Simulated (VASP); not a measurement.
# Y: single point with PBE

Crystal: Y.

```
Y
1.0
     0.00000    2.53344    2.53344
     2.53344    0.00000    2.53344
     2.53344    2.53344    0.00000
Y
1
Direct
  0.00000 0.00000 0.00000
```

```json
{
 "Program": "VASP 6.6.1",
 "Task": "single point",
 "Functional": "PBE",
 "Potentials or basis": "VASP PAW PBE potentials, release 64 (Y_sv)",
 "Cutoff": "520 eV",
 "k mesh": "9 × 9 × 9",
 "Occupations": "fermi-dirac, width 0.05 eV",
 "Spin": "no spin polarisation"
}
```

* Pressure: -0.1 GPa

Levels at points of the mesh, in eV from the Fermi level:
```csv
k point,band 2,band 3,band 4,band 5,band 6,band 7,band 8,band 9
"(0.00, 0.00, 0.00)",-22.41,-22.41,-22.41,-4.79,1.76,1.76,1.76,3.76
```

It took 11 s on 1 thread of Intel(R) Xeon(R) Platinum 8375C CPU @ 2.90GHz (Ice Lake), on a shared host, peak memory 0.17 GiB.
